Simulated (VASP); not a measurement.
Runs of VASP 6.6.1 on MgO. The structure is hexagonal, space group P6_3/mmc (No. 194). The conventional cell has a = 3.486 Å, b = 3.486 Å, c = 4.178 Å, α = 90.00°, β = 90.00°, γ = 120.00°. Mg (site symmetry -6m2) has 5 O at 2.01 to 2.09 Å within 2.7 Å. Within 2.7 Å of O (site symmetry -6m2) lie 5 Mg at 2.01 to 2.09 Å. 

```tsv
level	potentials or basis	cutoff (eV)	gap on the mesh (eV)	pressure (GPa)
LDA	VASP PAW LDA potentials, release 64 (Mg_sv, O)	840	3.34	-3.5
PBEsol	VASP PAW PBE potentials, release 64 (Mg, O)	600	(c)	(b)
BLYP	VASP PAW PBE potentials, release 64 (Mg, O)	600	3.71	5.8
LDA	VASP PAW LDA potentials, release 64 (Mg, O)	600	3.34	-6.0
BLYP	VASP PAW PBE potentials, release 64 (Mg_sv, O)	840	3.72	(a)
```

Alike in all rows: task single point; no spin polarisation; cell as given; k mesh 6 × 6 × 4; smearing gaussian 0.01 eV.

Estimate the missing entries.

(a) 6.5; (b) 0.6; (c) 3.31.

Caveats: the PAW data sets were made with another functional, which shifts forces and pressure a little (at least some runs); the cell stands under tension (at least some runs); the cell stands under pressure (at least some runs).

The runs don't all hold the same shells in valence.
